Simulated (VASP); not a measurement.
# Mg3Cd2Te3 (I4/mmm) in VASP: single point with PBE

Aim: the single point of Mg3Cd2Te3 with PBE.

Everything below comes from runs of VASP 6.6.1. Logs are shortened: lines on timing, memory, paths and dates and some standing lists are left out, and cuts for length are marked.

## 1. The cell of the first run

It takes space group I4/mmm (No. 139, tetragonal). The conventional cell has a = 6.041 Å, b = 6.041 Å, c = 12.325 Å, α = 90.00°, β = 90.00°, γ = 90.00°. Within 4.0 Å of Mg (site symmetry 4/mmm) lie 4 Te at 3.02 Å and 2 Cd at 3.09 Å. Mg (site symmetry -4m2) has 4 Cd at 3.02 Å and 2 Te at 3.08 Å within 4.0 Å. Within 4.0 Å of Cd (site symmetry 4mm) lie 5 Mg at 3.02 to 3.09 Å and 1 Te at 3.07 Å. Te (site symmetry 4/mmm) has 4 Te at 3.02 Å and 2 Cd at 3.07 Å within 4.0 Å. Te (site symmetry mmm) has 4 Mg at 3.02 to 3.08 Å and 2 Te at 3.02 Å within 4.0 Å.

The cell was built from a structure type or drawn by symmetry, and may not be a known phase.

## 2. Single point, PBE

Input file INCAR:

```
  PREC = Accurate
  ENCUT = 520
  EDIFF = 1E-6
  ISMEAR = 0
  SIGMA = 0.2
  LREAL = F
  LASPH = T
  NELM = 100
  ALGO = Normal
  ISIF = 2
  LWAVE = F
  LCHARG = F
  GGA = PE
  NBANDS = 34
```

Input file KPOINTS:

```
regular mesh
0
Gamma
  4 4 4
```

Input file POSCAR:

```
Mg3Cd2Te3
1.0
   -3.0204682738      3.0204682738      6.1623438370
    3.0204682738     -3.0204682738      6.1623438370
    3.0204682738      3.0204682738     -6.1623438370
Mg Cd Te
3 2 3
Direct
    0.5000000000      0.5000000000      0.0000000000
    0.7500000000      0.2500000000      0.5000000000
    0.2500000000      0.7500000000      0.5000000000
    0.2494466105      0.2494466105      0.0000000000
    0.7505533895      0.7505533895      0.0000000000
    0.0000000000      0.0000000000      0.0000000000
    0.5000000000      0.0000000000      0.5000000000
    0.0000000000      0.5000000000      0.5000000000
```

Potentials or basis: VASP PAW PBE potentials, release 64 (Mg, Cd, Te).

Launch:

```sh
> cat potpaw_PBE.64/Mg/POTCAR potpaw_PBE.64/Cd/POTCAR potpaw_PBE.64/Te/POTCAR > POTCAR
> mpirun -np 1 vasp_std > vasp.out
```

OUTCAR:

```text
PREC = Accurate
   ENCUT = 520
   EDIFF = 1E-6
   ISMEAR = 0
   LREAL = F
   LASPH = T
   NELM = 100
   ISIF = 2
   GGA = PE

 ion  position               nearest neighbor table
   1  0.500  0.500  0.000-   7 3.02   8 3.02   7 3.02   8 3.02   4 3.09   5 3.09
   2  0.750  0.250  0.500-   5 3.02   4 3.02   5 3.02   4 3.02   7 3.08   8 3.08
   3  0.250  0.750  0.500-   5 3.02   4 3.02   5 3.02   4 3.02   7 3.08   8 3.08
   4  0.249  0.249  0.000-   2 3.02   3 3.02   2 3.02   3 3.02   6 3.07   1 3.09
   5  0.751  0.751  0.000-   2 3.02   3 3.02   2 3.02   3 3.02   6 3.07   1 3.09
   6  0.000  0.000  0.000-   7 3.02   8 3.02   8 3.02   7 3.02   4 3.07   5 3.07
   7  0.500  0.000  0.500-   1 3.02   6 3.02   1 3.02   6 3.02   3 3.08   2 3.08
   8  0.000  0.500  0.500-   1 3.02   6 3.02   6 3.02   1 3.02   3 3.08   2 3.08

  LATTYP: Found a body centered tetragonal cell.
 ALAT       =     6.0409365476
 C/A-ratio  =     2.0401948567

  Lattice vectors:

 A1 = (  -3.0204682738,   3.0204682738,   6.1623438370)
 A2 = (   3.0204682738,  -3.0204682738,   6.1623438370)
 A3 = (   3.0204682738,   3.0204682738,  -6.1623438370)

Analysis of symmetry for initial positions (statically):
=====================================================================
 Subroutine PRICEL returns:
 Original cell was already a primitive cell.

 Routine SETGRP: Setting up the symmetry group for a
 body centered tetragonal supercell.

 Subroutine GETGRP returns: Found 16 space group operations
 (whereof 16 operations were pure point group operations)
 out of a pool of 16 trial point group operations.

The static configuration has the point symmetry D_4h.

Analysis of symmetry for dynamics (positions and initial velocities):
=====================================================================
 Subroutine PRICEL returns:
 Original cell was already a primitive cell.

 Routine SETGRP: Setting up the symmetry group for a
 body centered tetragonal supercell.

 Subroutine GETGRP returns: Found 16 space group operations
 (whereof 16 operations were pure point group operations)
 out of a pool of 16 trial point group operations.

The dynamic configuration has the point symmetry D_4h.

 Subroutine INISYM returns: Found 16 space group operations
 (whereof 16 operations are pure point group operations),
 and found     1 'primitive' translations

----------------------------------------------------------------------------------------

                                     Primitive cell

  volume of cell :     224.8819

  direct lattice vectors                    reciprocal lattice vectors
    -3.020468274  3.020468274  6.162343837     0.000000000  0.165537246  0.081137959
     3.020468274 -3.020468274  6.162343837     0.165537246  0.000000000  0.081137959
     3.020468274  3.020468274 -6.162343837     0.165537246  0.165537246  0.000000000

  length of vectors
     7.498062333  7.498062333  7.498062333     0.184352782  0.184352782  0.234105019

  position of ions in fractional coordinates (direct lattice)
     0.500000000  0.500000000  0.000000000
     0.750000000  0.250000000  0.500000000
     0.250000000  0.750000000  0.500000000
     0.249446611  0.249446611  0.000000000
     0.750553389  0.750553389  0.000000000
     0.000000000  0.000000000  0.000000000
     0.500000000  0.000000000  0.500000000
     0.000000000  0.500000000  0.500000000

  ion indices of the primitive-cell ions
   primitive index   ion index
                 1           1
                 2           2
                 3           3
                 4           4
                 5           5
                 6           6
                 7           7
                 8           8

----------------------------------------------------------------------------------------

 KPOINTS: regular mesh

Automatic generation of k-mesh.
 Grid dimensions read from file:
 generate k-points for:    4    4    4

 Generating k-lattice:

  Cartesian coordinates                     Fractional coordinates (reciprocal lattice)
     0.000000000  0.041384312  0.020284490     0.250000000  0.000000000 -0.000000000
     0.041384312  0.000000000  0.020284490     0.000000000  0.250000000 -0.000000000
     0.041384312  0.041384312  0.000000000     0.000000000  0.000000000  0.250000000

  Length of vectors
     0.046088195  0.046088195  0.058526255

  Shift w.r.t. Gamma in fractional coordinates (k-lattice)
     0.000000000  0.000000000  0.000000000

 Subroutine IBZKPT returns following result:
 ===========================================

 Found     13 irreducible k-points:

 Following reciprocal coordinates:
            Coordinates               Weight
  0.000000  0.000000  0.000000      1.000000
  0.250000  0.000000  0.000000      8.000000
  0.500000  0.000000  0.000000      4.000000
  0.250000  0.250000  0.000000      8.000000
  0.500000  0.250000  0.000000     16.000000
 -0.250000  0.250000  0.000000      4.000000
  0.500000  0.500000  0.000000      2.000000
  0.250000  0.250000  0.250000      2.000000
 -0.250000  0.250000  0.250000      4.000000
  0.500000  0.500000  0.250000      4.000000
 -0.250000  0.500000  0.250000      8.000000
 -0.250000 -0.250000  0.250000      2.000000
  0.500000  0.500000  0.500000      1.000000
   k-points           NKPTS =     13   k-points in BZ     NKDIM =     13   number of bands    NBANDS=     34
   number of dos      NEDOS =    301   number of ions     NIONS =      8
   total plane-waves  NPLWV = 175616
   dimension x,y,z NGX =    56 NGY =   56 NGZ =   56
   dimension x,y,z NGXF=   112 NGYF=  112 NGZF=  112
   ions per type =               3   2   3
   NGX,Y,Z   is equivalent  to a cutoff of  12.42, 12.42, 12.42 a.u.
   NGXF,Y,Z  is equivalent  to a cutoff of  24.83, 24.83, 24.83 a.u.
 SYSTEM =  unknown system
   PREC   = accura    normal or accurate (medium, high low for compatibility)
   ISTART =      0    job   : 0-new  1-cont  2-samecut
   ICHARG =      2    charge: 1-file 2-atom 10-const
   ISPIN  =      1    spin polarized calculation?
   LNONCOLLINEAR =      F non collinear calculations
   LSORBIT =      F    spin-orbit coupling
   LASPH  =      T    aspherical Exc in radial PAW
   ENCUT  =  520.0 eV  38.22 Ry    6.18 a.u.  13.94 13.94 13.94*2*pi/ulx,y,z
   NELM   =    100;   NELMIN=  2; NELMDL= -5     # of ELM steps
   EDIFF  = 0.1E-05   stopping-criterion for ELM
   LREAL  =      F    real-space projection
   EDIFFG = 0.1E-04   stopping-criterion for IOM
   NSW    =      0    number of steps for IOM
   IBRION =     -1    ionic relax: 0-MD 1-quasi-New 2-CG
   NFREE  =      0    steps in history (QN), initial steepest desc. (CG)
   ISIF   =      2    stress and relaxation
   ISYM   =      2    0-nonsym 1-usesym 2-fastsym
   POTIM  = 0.5000    time-step for ionic-motion
   TEBEG  =    0.0;   TEEND  =   0.0 temperature during run
   PSTRESS=    0.0 pullay stress
   NELECT =      48.0000    total number of electrons
   NUPDOWN=      -1.0000    fix difference up-down
   EMIN   =  10.00;   EMAX   =-10.00  energy-range for DOS
   EFERMI =   0.00;   METHOD = LEGACY
   ISMEAR =     0;   SIGMA  =   0.20  broadening in eV -4-tet -1-fermi 0-gaus
   EFERMI_NEDOS =   21; number of points for ismear=-14 and -15
   IALGO  =     38    algorithm
   IMIX   =      4    mixing-type and parameters
     AMIX     =   0.40;   BMIX     =  1.00
     AMIX_MAG =   1.60;   BMIX_MAG =  1.00
  volume/ion in A,a.u.               =      28.11       189.70
  Fermi-wavevector in a.u.,A,eV,Ry     =   0.978371  1.848854 13.023641  0.957211
  Thomas-Fermi vector in A             =   2.109142
   LORBIT       =      0    0 simple, 1 ext, 2 COOP (PROOUT), +10 PAW based schemes
   GGA     = PE    functional components
   LHFCALC =     F    Hartree Fock is set to
   AEXX    =    0.0000 exact exchange contribution
   IVDW    =     0    specifies the selected vdW correction
   LEPSILON=     F    determine dielectric tensor
   LRPA    =     F    only Hartree local field effects (RPA)
 non-spin polarized calculation
 Gauss-broadening in eV      SIGMA  =   0.20
  energy-cutoff  :      520.00
  volume of cell :      224.88
 maximum number of plane-waves:      6086
   NGX = 27   NGY = 27   NGZ = 27

 number of electron      48.0000006 magnetization

 Free energy of the ion-electron system (eV)
  ---------------------------------------------------
  ext. energy  EPLUGINS =         0.00000000
  ---------------------------------------------------
  free energy    TOTEN  =       -16.60498542 eV

  energy without entropy =      -16.52377254  energy(sigma->0) =      -16.56437898

 E-fermi :   4.1007     XC(G=0):  -9.0591

 val. band max:        4.0977449141   @ k =  -0.2500   0.2500   0.0000
 cond. band min:       4.1186386945   @ k =   0.0000   0.0000   0.0000
 fundamental gap:      0.0208937804
 Fermi energy:         4.1007496722

 k-point     1 :       0.0000    0.0000    0.0000
  band No.  band energies     occupation
      1      -9.1495      2.00000
      2      -7.0999      2.00000
      3      -5.7887      2.00000
      4      -4.7443      2.00000
      5      -4.6764      2.00000
      6      -4.6277      2.00000
[... 26 lines left out ...]
     33       8.1453      0.00000
     34       8.2773      0.00000

 k-point     2 :       0.2500    0.0000    0.0000
  band No.  band energies     occupation
      1      -8.9792      2.00000
      2      -7.3011      2.00000
      3      -6.0993      2.00000
      4      -4.7169      2.00000
      5      -4.6999      2.00000
      6      -4.6217      2.00000
[... 26 lines left out ...]
     33       8.4160      0.00000
     34       9.1056      0.00000

 k-point     3 :       0.5000    0.0000    0.0000
  band No.  band energies     occupation
      1      -8.7274      2.00000
      2      -7.6392      2.00000
      3      -6.2806      2.00000
      4      -4.7135      2.00000
      5      -4.6614      2.00000
      6      -4.6609      2.00000
[... 26 lines left out ...]
     33       8.5889      0.00000
     34       8.7015      0.00000

 k-point     4 :       0.2500    0.2500    0.0000
  band No.  band energies     occupation
      1      -8.7893      2.00000
      2      -7.3763      2.00000
      3      -6.5497      2.00000
      4      -4.7194      2.00000
      5      -4.6932      2.00000
      6      -4.6298      2.00000
[... 26 lines left out ...]
     33       8.5145      0.00000
     34       8.7393      0.00000

 k-point     5 :       0.5000    0.2500    0.0000
  band No.  band energies     occupation
      1      -8.5063      2.00000
      2      -7.6176      2.00000
      3      -6.8462      2.00000
      4      -4.7134      2.00000
      5      -4.6574      2.00000
      6      -4.6556      2.00000
[... 214 lines left out ...]
 k-point    11 :      -0.2500    0.5000    0.2500
  band No.  band energies     occupation
      1      -8.9588      2.00000
      2      -7.3181      2.00000
      3      -6.1229      2.00000
      4      -4.7299      2.00000
      5      -4.7025      2.00000
      6      -4.6220      2.00000
[... 26 lines left out ...]
     33       7.4642      0.00000
     34       7.6918      0.00000

 k-point    12 :      -0.2500   -0.2500    0.2500
  band No.  band energies     occupation
      1      -9.1332      2.00000
      2      -7.1145      2.00000
      3      -5.8141      2.00000
      4      -4.7304      2.00000
      5      -4.7272      2.00000
      6      -4.6276      2.00000
[... 26 lines left out ...]
     33       8.0122      0.00000
     34       8.0122      0.00000

 k-point    13 :       0.5000    0.5000    0.5000
  band No.  band energies     occupation
      1      -9.1167      2.00000
      2      -7.1288      2.00000
      3      -5.8385      2.00000
      4      -4.7443      2.00000
      5      -4.7168      2.00000
      6      -4.6274      2.00000
[... 26 lines left out ...]
     33       6.9082      0.00000
     34       7.3738      0.00000

------------------------ aborting loop because EDIFF is reached ----------------------------------------

  FORCE on cell =-STRESS in cart. coord.  units (eV):
  Direction    XX          YY          ZZ          XY          YZ          ZX
  --------------------------------------------------------------------------------------
  -------------------------------------------------------------------------------------
  Total       -0.2134966     -0.2134966      0.8898444      0.0000000      0.0000000      0.0000000
  in kB       -1.5210627     -1.5210627      6.3397213      0.0000000      0.0000000      0.0000000
  external PRESSURE =       1.0991986 kB  Pullay stress =       0.0000000 kB

 VOLUME and BASIS-vectors are now :
 -----------------------------------------------------------------------------
  energy-cutoff  :      520.00
  volume of cell :      224.88
      direct lattice vectors                 reciprocal lattice vectors
    -3.020468274  3.020468274  6.162343837     0.000000000  0.165537246  0.081137959
     3.020468274 -3.020468274  6.162343837     0.165537246  0.000000000  0.081137959
     3.020468274  3.020468274 -6.162343837     0.165537246  0.165537246  0.000000000

 POSITION                                       TOTAL-FORCE (eV/Angst)
 -----------------------------------------------------------------------------------
      0.00000      0.00000      6.16234        -0.000000     -0.000000     -0.000000
      0.00000      3.02047      3.08117        -0.000000     -0.000000     -0.000000
      3.02047      0.00000      3.08117        -0.000000     -0.000000     -0.000000
      0.00000      0.00000      3.07435        -0.000000     -0.000000      0.011893
      0.00000      0.00000      9.25034         0.000000      0.000000     -0.011893
      0.00000      0.00000      0.00000        -0.000000     -0.000000     -0.000000
      0.00000      3.02047      0.00000        -0.000000     -0.000000     -0.000000
      3.02047      0.00000      0.00000        -0.000000     -0.000000     -0.000000
 -----------------------------------------------------------------------------------
    total drift:                               -0.000000     -0.000000      0.000000

  FREE ENERGIE OF THE ION-ELECTRON SYSTEM (eV)
  ---------------------------------------------------
  free  energy   TOTEN  =       -16.6049854223 eV

  energy  without entropy=      -16.5237725436  energy(sigma->0) =      -16.56437898
```

It took 61 s on 1 thread of Intel Xeon 6975P-C (Granite Rapids), shared host; peak memory 0.47 GiB.

Results:

```
Free energy            : -16.6050 eV
Pressure               : 0.1 GPa
Largest force          : 0.012 eV/Å
Band gap on the k mesh : zero (bands 24 and 25 overlap by 1.61 eV)
```

Forces on the atoms (eV/Å):
```
Mg   0.000  0.000  0.000
Mg   0.000  0.000  0.000
Mg   0.000  0.000  0.000
Cd   0.000  0.000  0.012
Cd   0.000  0.000 -0.012
Te   0.000  0.000  0.000
Te   0.000  0.000  0.000
Te   0.000  0.000  0.000
```

Stress tensor (GPa, compression positive):
```
-0.15  0.00  0.00
 0.00 -0.15  0.00
 0.00  0.00  0.63
```

Levels at points of the mesh, in eV from the Fermi level:
| k point | band 22 | band 23 | band 24 | band 25 | band 26 | band 27 |
| --- | --- | --- | --- | --- | --- | --- |
| (0.00, 0.00, 0.00) | -1.11 | -1.11 | -0.83 | 0.02 | 2.49 | 2.81 |
| (0.50, 0.00, 0.00) | -1.84 | -1.60 | -0.01 | 0.33 | 0.34 | 0.97 |
| (0.50, 0.50, 0.00) | -1.88 | -1.81 | -1.75 | -1.46 | 0.16 | 1.96 |
| (0.50, 0.50, 0.50) | -1.59 | -0.35 | -0.24 | -0.24 | 0.39 | 1.80 |

Caveat: spin-orbit coupling is left out, which moves the levels of the heavy elements.
